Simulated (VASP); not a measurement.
# Ta (Im-3m) in VASP: further runs

Ta is run at these levels: RPBE, PBE; tasks: single point, relaxation of cell and atoms.

All numbers are computed with VASP 6.6.1; they aren't measurements. Logs are shortened: lines on timing, memory, paths and dates and some standing lists are left out, and cuts for length are marked.

### Step 1. The cell of the first run

Symmetry: Im-3m, No. 229, cubic system. The conventional cell has a = 3.337 Å, b = 3.337 Å, c = 3.337 Å, α = 90.00°, β = 90.00°, γ = 90.00°. Ta (site symmetry m-3m) has 14 Ta at 2.89 to 3.34 Å within 3.8 Å.

### Step 2. Single point, RPBE

INCAR reads:

```
ALGO = Normal
EDIFF = 1E-7
ENCUT = 520
GGA = RP
ISIF = 2
ISMEAR = -1
LASPH = T
LCHARG = F
LREAL = F
LWAVE = F
NBANDS = 12
NELM = 100
PREC = Accurate
SIGMA = 0.05
```

KPOINTS reads:

```
k-points
0
Gamma
  11 11 11
```

POSCAR reads:

```
Ta
1.0
   -1.6684460832      1.6684460832      1.6684460832
    1.6684460832     -1.6684460832      1.6684460832
    1.6684460832      1.6684460832     -1.6684460832
Ta
1
Direct
    0.0000000000      0.0000000000      0.0000000000
```

Potentials or basis: VASP PAW PBE potentials, release 64 (Ta_pv).

The run is started by

```sh
$ cat potpaw_PBE.64/Ta_pv/POTCAR > POTCAR
$ mpirun -np 1 vasp_std > vasp.out
```

OUTCAR:

```text
EDIFF = 1E-7
   ENCUT = 520
   GGA = RP
   ISIF = 2
   ISMEAR = -1
   LASPH = T
   LREAL = F
   NELM = 100
   PREC = Accurate

 ion  position               nearest neighbor table
   1  0.000  0.000  0.000-

  LATTYP: Found a body centered cubic cell.
 ALAT       =     3.3368921664

  Lattice vectors:

 A1 = (  -1.6684460832,   1.6684460832,   1.6684460832)
 A2 = (   1.6684460832,  -1.6684460832,   1.6684460832)
 A3 = (   1.6684460832,   1.6684460832,  -1.6684460832)

Analysis of symmetry for initial positions (statically):
=====================================================================
 Subroutine PRICEL returns:
 Original cell was already a primitive cell.

 Routine SETGRP: Setting up the symmetry group for a
 body centered cubic supercell.

 Subroutine GETGRP returns: Found 48 space group operations
 (whereof 48 operations were pure point group operations)
 out of a pool of 48 trial point group operations.

The static configuration has the point symmetry O_h .

Analysis of symmetry for dynamics (positions and initial velocities):
=====================================================================
 Subroutine PRICEL returns:
 Original cell was already a primitive cell.

 Routine SETGRP: Setting up the symmetry group for a
 body centered cubic supercell.

 Subroutine GETGRP returns: Found 48 space group operations
 (whereof 48 operations were pure point group operations)
 out of a pool of 48 trial point group operations.

The dynamic configuration has the point symmetry O_h .

 Subroutine INISYM returns: Found 48 space group operations
 (whereof 48 operations are pure point group operations),
 and found     1 'primitive' translations

----------------------------------------------------------------------------------------

                                     Primitive cell

  volume of cell :      18.5779

  direct lattice vectors                    reciprocal lattice vectors
    -1.668446083  1.668446083  1.668446083     0.000000000  0.299680047  0.299680047
     1.668446083 -1.668446083  1.668446083     0.299680047  0.000000000  0.299680047
     1.668446083  1.668446083 -1.668446083     0.299680047  0.299680047  0.000000000

  length of vectors
     2.889833386  2.889833386  2.889833386     0.423811586  0.423811586  0.423811586

  position of ions in fractional coordinates (direct lattice)
     0.000000000  0.000000000  0.000000000

  ion indices of the primitive-cell ions
   primitive index   ion index
                 1           1

----------------------------------------------------------------------------------------

 KPOINTS: k-points

Automatic generation of k-mesh.
 Grid dimensions read from file:
 generate k-points for:   11   11   11

 Generating k-lattice:

  Cartesian coordinates                     Fractional coordinates (reciprocal lattice)
     0.000000000  0.027243641  0.027243641     0.090909091  0.000000000  0.000000000
     0.027243641  0.000000000  0.027243641     0.000000000  0.090909091  0.000000000
     0.027243641  0.027243641  0.000000000     0.000000000  0.000000000  0.090909091

  Length of vectors
     0.038528326  0.038528326  0.038528326

  Shift w.r.t. Gamma in fractional coordinates (k-lattice)
     0.000000000  0.000000000  0.000000000

 Subroutine IBZKPT returns following result:
 ===========================================

 Found     56 irreducible k-points:

 Following reciprocal coordinates:
            Coordinates               Weight
  0.000000  0.000000  0.000000      1.000000
  0.090909  0.000000  0.000000     12.000000
  0.181818  0.000000  0.000000     12.000000
  0.272727  0.000000  0.000000     12.000000
  0.363636  0.000000  0.000000     12.000000
  0.454545  0.000000  0.000000     12.000000
[... 16 lines left out ...]
  0.272727  0.181818  0.090909     48.000000
  0.363636  0.181818  0.090909     24.000000
 [... further k-points ...]
   k-points           NKPTS =     56   k-points in BZ     NKDIM =     56   number of bands    NBANDS=     12
   number of dos      NEDOS =    301   number of ions     NIONS =      1
   total plane-waves  NPLWV =  13824
   dimension x,y,z NGX =    24 NGY =   24 NGZ =   24
   dimension x,y,z NGXF=    48 NGYF=   48 NGZF=   48
   ions per type =               1
   NGX,Y,Z   is equivalent  to a cutoff of  13.81, 13.81, 13.81 a.u.
   NGXF,Y,Z  is equivalent  to a cutoff of  27.61, 27.61, 27.61 a.u.
 SYSTEM =  unknown system
   PREC   = accura    normal or accurate (medium, high low for compatibility)
   ISTART =      0    job   : 0-new  1-cont  2-samecut
   ICHARG =      2    charge: 1-file 2-atom 10-const
   ISPIN  =      1    spin polarized calculation?
   LNONCOLLINEAR =      F non collinear calculations
   LSORBIT =      F    spin-orbit coupling
   LASPH  =      T    aspherical Exc in radial PAW
   ENCUT  =  520.0 eV  38.22 Ry    6.18 a.u.   5.37  5.37  5.37*2*pi/ulx,y,z
   NELM   =    100;   NELMIN=  2; NELMDL= -5     # of ELM steps
   EDIFF  = 0.1E-06   stopping-criterion for ELM
   LREAL  =      F    real-space projection
   EDIFFG = 0.1E-05   stopping-criterion for IOM
   NSW    =      0    number of steps for IOM
   IBRION =     -1    ionic relax: 0-MD 1-quasi-New 2-CG
   NFREE  =      0    steps in history (QN), initial steepest desc. (CG)
   ISIF   =      2    stress and relaxation
   ISYM   =      2    0-nonsym 1-usesym 2-fastsym
   POTIM  = 0.5000    time-step for ionic-motion
   TEBEG  =    0.0;   TEEND  =   0.0 temperature during run
   PSTRESS=    0.0 pullay stress
   NELECT =      11.0000    total number of electrons
   NUPDOWN=      -1.0000    fix difference up-down
   EMIN   =  10.00;   EMAX   =-10.00  energy-range for DOS
   EFERMI =   0.00;   METHOD = LEGACY
   ISMEAR =    -1;   SIGMA  =   0.05  broadening in eV -4-tet -1-fermi 0-gaus
   EFERMI_NEDOS =   21; number of points for ismear=-14 and -15
   IALGO  =     38    algorithm
   IMIX   =      4    mixing-type and parameters
     AMIX     =   0.40;   BMIX     =  1.00
     AMIX_MAG =   1.60;   BMIX_MAG =  1.00
  volume/ion in A,a.u.               =      18.58       125.37
  Fermi-wavevector in a.u.,A,eV,Ry     =   1.374697  2.597800 25.712167  1.889791
  Thomas-Fermi vector in A             =   2.500100
   LORBIT       =      0    0 simple, 1 ext, 2 COOP (PROOUT), +10 PAW based schemes
   GGA     = RP    functional components
   LHFCALC =     F    Hartree Fock is set to
   AEXX    =    0.0000 exact exchange contribution
   IVDW    =     0    specifies the selected vdW correction
   LEPSILON=     F    determine dielectric tensor
   LRPA    =     F    only Hartree local field effects (RPA)
 non-spin polarized calculation
  energy-cutoff  :      520.00
  volume of cell :       18.58
 maximum number of plane-waves:       531
 NGX is ok and might be reduce to    24
   NGX = 11   NGY = 11   NGZ = 11

 number of electron      10.9999999 magnetization

 Free energy of the ion-electron system (eV)
  ---------------------------------------------------
  ext. energy  EPLUGINS =         0.00000000
  ---------------------------------------------------
  free energy    TOTEN  =       -11.32093537 eV

  energy without entropy =      -11.31054455  energy(sigma->0) =      -11.31573996

 E-fermi :   5.3168     XC(G=0): -12.4058

 val. band max:        5.3112419801   @ k =   0.1818   0.0000   0.0000
 cond. band min:       5.3575130379   @ k =   0.3636   0.1818   0.0000
 fundamental gap:      0.0462710578
 Fermi energy:         5.3167861077

 k-point     1 :       0.0000    0.0000    0.0000
  band No.  band energies     occupation
      1     -27.8963      2.00000
      2     -27.8963      2.00000
      3     -27.8963      2.00000
      4      -2.4672      2.00000
      5       6.0797      0.00000
      6       6.0797      0.00000
      7       6.0797      0.00000
      8       9.2486      0.00000
      9       9.2486      0.00000
     10      19.9804      0.00000
     11      20.1560      0.00000
     12      20.1560      0.00000

 k-point     2 :       0.0909    0.0000    0.0000
  band No.  band energies     occupation
      1     -27.9865      2.00000
      2     -27.9244      2.00000
      3     -27.8967      2.00000
      4      -2.1160      2.00000
      5       5.8554      0.00004
      6       6.0017      0.00000
      7       6.4256      0.00000
      8       8.9188      0.00000
      9       9.2520      0.00000
     10      19.9803      0.00000
     11      20.4544      0.00000
     12      20.7750      0.00000

 k-point     3 :       0.1818    0.0000    0.0000
  band No.  band energies     occupation
      1     -28.2223      2.00000
      2     -27.9988      2.00000
      3     -27.8979      2.00000
      4      -1.1592      2.00000
      5       5.3112      1.05538
      6       5.6316      0.00368
      7       7.4341      0.00000
      8       8.5780      0.00000
      9       9.3061      0.00000
     10      19.9799      0.00000
     11      20.8193      0.00000
     12      22.3615      0.00000
[... 286 lines left out ...]
 k-point    23 :       0.2727    0.1818    0.0909
  band No.  band energies     occupation
      1     -28.7622      2.00000
      2     -28.3049      2.00000
      3     -28.0609      2.00000
      4       2.5387      2.00000
      5       3.8751      2.00000
      6       4.6807      1.99999
      7       9.5619      0.00000
      8      10.0902      0.00000
      9      14.1663      0.00000
     10      15.3303      0.00000
     11      19.0122      0.00000
     12      19.9812      0.00000

 k-point    24 :       0.3636    0.1818    0.0909
  band No.  band energies     occupation
      1     -28.7645      2.00000
      2     -28.3754      2.00000
      3     -28.0679      2.00000
      4       2.5841      2.00000
      5       3.8162      2.00000
      6       5.2824      1.33053
      7       9.6396      0.00000
      8      10.1893      0.00000
      9      14.0953      0.00000
     10      15.0838      0.00000
     11      18.3969      0.00000
     12      19.9662      0.00000

 [... further k-points ...]
[... 5 lines left out ...]
  --------------------------------------------------------------------------------------
  -------------------------------------------------------------------------------------
  Total        0.0036215      0.0036215      0.0036215      0.0000000     -0.0000000      0.0000000
  in kB        0.3123243      0.3123243      0.3123243      0.0000000     -0.0000000      0.0000000
  external PRESSURE =       0.3123243 kB  Pullay stress =       0.0000000 kB

 VOLUME and BASIS-vectors are now :
 -----------------------------------------------------------------------------
  energy-cutoff  :      520.00
  volume of cell :       18.58
      direct lattice vectors                 reciprocal lattice vectors
    -1.668446083  1.668446083  1.668446083     0.000000000  0.299680047  0.299680047
     1.668446083 -1.668446083  1.668446083     0.299680047  0.000000000  0.299680047
     1.668446083  1.668446083 -1.668446083     0.299680047  0.299680047  0.000000000

 POSITION                                       TOTAL-FORCE (eV/Angst)
 -----------------------------------------------------------------------------------
      0.00000      0.00000      0.00000        -0.000000      0.000000      0.000000
 -----------------------------------------------------------------------------------
    total drift:                               -0.000000      0.000000      0.000000

  FREE ENERGIE OF THE ION-ELECTRON SYSTEM (eV)
  ---------------------------------------------------
  free  energy   TOTEN  =       -11.3209353724 eV

  energy  without entropy=      -11.3105445541  energy(sigma->0) =      -11.31573996
```

Wall time 7.6 s (1 thread of AMD EPYC 9R45 (Zen 5), shared host); peak memory 0.11 GiB.

What came out:

| Quantity | Value |
| --- | --- |
| Free energy | -11.3209 eV |
| Pressure | 0.0 GPa |

Caveat: the PAW data sets were made with another functional, which shifts forces and pressure a little; spin-orbit coupling is left out, which moves the levels of the heavy elements.

### Step 3. Relaxation of cell and atoms, RPBE

This run uses another cell than the first one, of 18.01 Å³/atom, 0.969 times its volume.

INCAR reads:

```
SYSTEM = Ta
ALGO     = Normal         ! electronic algorithm
EDIFF    = 1E-7           ! SCF threshold, eV
EDIFFG   = -0.02          ! ionic threshold
ENCUT    = 600            ! plane-wave cutoff, eV
GGA      = RP             ! functional
IBRION   = 2              ! ionic algorithm
ISIF     = 3              ! what is computed and relaxed
ISMEAR   = -1             ! smearing method
LASPH    = .TRUE.         ! aspherical terms in the spheres
LCHARG   = .FALSE.        ! write CHGCAR
LREAL    = .FALSE.        ! projectors in reciprocal space
LWAVE    = .FALSE.        ! write WAVECAR
NELM     = 60             ! most SCF steps
NSW      = 80             ! ionic steps
PREC     = Accurate       ! precision mode
SIGMA    = 0.05           ! smearing width, eV
```

KPOINTS reads:

```
k-points
0
G
  11 11 11
  0 0 0
```

POSCAR reads:

```
Ta
1.0
   -1.6512800000      1.6512800000      1.6512800000
    1.6512800000     -1.6512800000      1.6512800000
    1.6512800000      1.6512800000     -1.6512800000
Ta
1
Direct
    0.0000000000      0.0000000000      0.0000000000
```

Potentials or basis: VASP PAW PBE potentials, release 64 (Ta_pv).

The run is started by

```sh
$ cat potpaw_PBE.64/Ta_pv/POTCAR > POTCAR
$ mpirun -np 1 vasp_std > vasp.out
```

Run time: 14 s. Hardware: 1 thread of AMD EPYC 9R45 (Zen 5), shared host; peak memory 0.13 GiB.

The run converged. Its results:

- Free energy: -11.3213 eV
- Relaxed volume: 18.60 Å³/atom
- Relaxed cell: a = 2.891 Å, b = 2.891 Å, c = 2.891 Å, α = 109.47°, β = 109.47°, γ = 109.47°
- Space group after relaxing (to 0.05 Å): Im-3m (No. 229)
- Energy gained by relaxing: 10.8 meV/atom
- Ionic steps: 3
- Pressure after relaxing: -0.1 GPa

Step by step:
```
step  energy change (eV)  largest force (eV/Å)  pressure (GPa)  volume (Å³)
   1              0.0000                0.0000            6.21        18.01
   2              0.0373                0.0000          -11.17        19.89
   3             -0.0108                0.0000           -0.14        18.60
```

Final structure:
```xyz
1
Lattice="-1.6690 1.6690 1.6690 1.6690 -1.6690 1.6690 1.6690 1.6690 -1.6690" Properties=species:S:1:pos:R:3 pbc="T T T"
Ta    0.0000    0.0000    0.0000
```

Levels at points of the mesh, in eV from the Fermi level:
```tsv
k point	band 2	band 3	band 4	band 5	band 6	band 7	band 8	band 9
(0.00, 0.00, 0.00)	-33.22	-33.22	-7.78	0.76	0.76	0.76	3.93	3.93
```

Caveat: the PAW data sets were made with another functional, which shifts forces and pressure a little; spin-orbit coupling is left out, which moves the levels of the heavy elements. RPBE and its kin give volumes clearly too large for solids.

### Step 4. Single point, PBE, non-collinear spin, zero start, spin-orbit coupling

This run uses another cell than the first one, of 18.01 Å³/atom, 0.969 times its volume.

INCAR reads:

```
PREC     = Accurate       # precision mode
ENCUT    = 520            # plane-wave cutoff, eV
EDIFF    = 1E-6           # SCF threshold, eV
ISMEAR   = -1             # smearing method
SIGMA    = 0.05           # smearing width, eV
LREAL    = False          # projectors in reciprocal space
LASPH    = True           # aspherical terms in the spheres
NELM     = 150            # most SCF steps
ALGO     = Normal         # electronic algorithm
ISIF     = 2              # what is computed and relaxed
LWAVE    = False          # write WAVECAR
LCHARG   = False          # write CHGCAR
MAGMOM   = 0 0 0          # initial moments
LORBIT   = 11             # projections on sites
LSORBIT  = True           # spin-orbit coupling
GGA_COMPAT= False        
LORBMOM  = True         
LMAXMIX  = 4              # l up to which the mixer works
GGA      = PE             # functional
NBANDS   = 22             # bands
```

KPOINTS reads:

```
regular mesh
0
Gamma
  8 8 8
```

POSCAR is that of step 3.

The run is started by

```sh
$ cat potpaw_PBE.64/Ta_pv/POTCAR > POTCAR
$ mpirun -np 1 vasp_ncl > vasp.out
```

It took 17 s on 1 thread of AMD EPYC 9R45 (Zen 5), shared host; peak memory 0.17 GiB.

It converged, with:

- Free energy: -12.5545 eV
- Pressure: 1.2 GPa
- Net moment: 0.00 μB per cell
- Valence electrons inside the program's atomic spheres: Ta 8.95

Moments on the atoms (μB; x, y, z):
```
Ta  0.00 0.00 0.00
```

### Step 5. Overview

| task | level | spin | cell | k mesh | cutoff (eV) | gap on the mesh (eV) | pressure (GPa) |
| --- | --- | --- | --- | --- | --- | --- | --- |
| single point | RPBE | off | a = 2.890 Å, angles 109.5°, 1 atom | 11 × 11 × 11 | 520 | none | 0.0 |
| relaxation of cell and atoms | RPBE | off | relaxed from a = 2.860 Å, angles 109.5°, 1 atom | 11 × 11 × 11 | 600 | none | -0.1 |
| single point | PBE | non-collinear, zero start, SOC | a = 2.860 Å, angles 109.5°, 1 atom | 8 × 8 × 8 | 520 | - | 1.2 |

Alike in all rows: potentials or basis VASP PAW PBE potentials, release 64 (Ta_pv); smearing fermi-dirac 0.05 eV.

Caveats: the PAW data sets were made with another functional, which shifts forces and pressure a little (some runs); spin-orbit coupling is left out, which moves the levels of the heavy elements (some runs).

Total energies depend on the potentials used, so only differences within one code and one set of settings carry meaning.
